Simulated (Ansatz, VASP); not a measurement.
# One calculation of Ge4Pd, two programs

```
Ge Pd
1.0
     4.71639    0.00000    0.00000
    -2.35819    4.08451    0.00000
     0.00000    0.00000    5.14398
Ge Pd
4 1
Direct
  0.33333 0.66667 0.50000
  0.66667 0.33333 0.50000
  0.33333 0.66667 0.00000
  0.66667 0.33333 0.00000
  0.00000 0.00000 0.50000
```

Alike in both runs: functional PBE; k mesh 6 × 6 × 2; occupations gaussian, width 0.1 eV; no spin polarisation.

Ansatz relaxed the structure, and its values are those at the end. VASP's run is a single point on that final structure, the one shown.

|  | VASP | Ansatz |
| --- | --- | --- |
| version | VASP 6.6.1 | Ansatz 0.2.0 |
| potentials or method | VASP PAW PBE potentials, release 64 (Ge_d, Pd), cutoff 520 eV | scalar-relativistic, plane waves, PAW |
| valence electrons in the cell | 66 | 74 |

|  | VASP | Ansatz | Ansatz less VASP |
| --- | --- | --- | --- |
| gap on the k mesh at the Fermi level (eV) | none | none | - |
| pressure (GPa) | 0.3 | 0.3 | -0.04 |

A gap of «none» marks a metal or a gap that the smearing closes. With one functional, cell and mesh, what is left measures potentials, basis and numerics. VASP's potentials hold 66 valence electrons a cell and Ansatz's 74, so a difference there can come from the potentials and not from the codes.

The k mesh is coarse, so the values compare programs but aren't converged.
